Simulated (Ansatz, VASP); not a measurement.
## AlB2As3: VASP beside Ansatz

Contents of INCAR:

```
SYSTEM = AlB2As3
PREC = Accurate
ENCUT = 520
EDIFF = 1E-7
ISMEAR = 0
SIGMA = 0.1
LREAL = .FALSE.
LASPH = .TRUE.
NELM = 100
ALGO = Normal
ISIF = 2
LWAVE = .FALSE.
LCHARG = .FALSE.
GGA = PE
NBANDS = 21
```

The input KPOINTS:

```
Automatic mesh
0
G
  4 4 2
  0 0 0
```

Contents of POSCAR:

```
AlB2As3
1.0
    3.8595592800      0.0000000000      0.0000000000
    0.0000000000      3.8595592800      0.0000000000
    0.0000000000      0.0000000000      7.6602271600
Al B As
1 2 3
Direct
    0.0000000000      0.0000000000      0.5000000000
    0.0000000000      0.0000000000      0.7602419400
    0.0000000000      0.0000000000      0.2397580600
    0.0000000000      0.0000000000      0.0000000000
    0.5000000000      0.5000000000      0.5000000000
    0.5000000000      0.5000000000      0.0000000000
```

Input for Ansatz:

```yaml
crystal:
  lattice:
    - [3.85955928, 0.0, 0.0]
    - [0.0, 3.85955928, 0.0]
    - [0.0, 0.0, 7.66022716]
  atoms:
    - { symbol: Al, position: [0.0, 0.0, 0.5] }
    - { symbol: B, position: [0.0, 0.0, 0.76024194] }
    - { symbol: B, position: [0.0, 0.0, 0.23975806] }
    - { symbol: As, position: [0.0, 0.0, 0.0] }
    - { symbol: As, position: [0.5, 0.5, 0.5] }
    - { symbol: As, position: [0.5, 0.5, 0.0] }
basis:
  ecutwfc: 420
kpoints:
  mp_grid: { grid: [4, 4, 2] }
hamiltonian:
  xc: pbe
scf:
  occupations: { method: gaussian, width: 0.1 }
  lower_state_search: "off"
output:
  forces: true
  stress: true
  eigenvalues: true
```

Alike in both runs: task single point; functional PBE; k mesh 4 × 4 × 2; occupations gaussian, width 0.1 eV; no spin polarisation.

```csv
,VASP,Ansatz
version,VASP 6.6.1,Ansatz 0.2.0
potentials or method,"VASP PAW PBE potentials, release 64 (Al, B, As), cutoff 520 eV","scalar-relativistic, plane waves, PAW"
valence electrons in the cell,24,54
```

```csv
,VASP,Ansatz,Ansatz less VASP
gap on the k mesh at the Fermi level (eV),none,none,-
pressure (GPa),3.0,2.8,-0.26
"traceless stress, the component that is largest in VASP (GPa)",6.91,6.59,-0.312
rms of the force components (eV/Å),0.453,0.407,-0.0462
```

Atom by atom the forces differ by 0.046 eV/Å (rms over components). A gap of «none» marks a metal or a gap that the smearing closes. With one functional, cell and mesh, what is left measures potentials, basis and numerics. VASP's potentials hold 24 valence electrons a cell and Ansatz's 54, so a difference there can come from the potentials and not from the codes.

The k mesh is coarse, so the values compare programs but aren't converged.
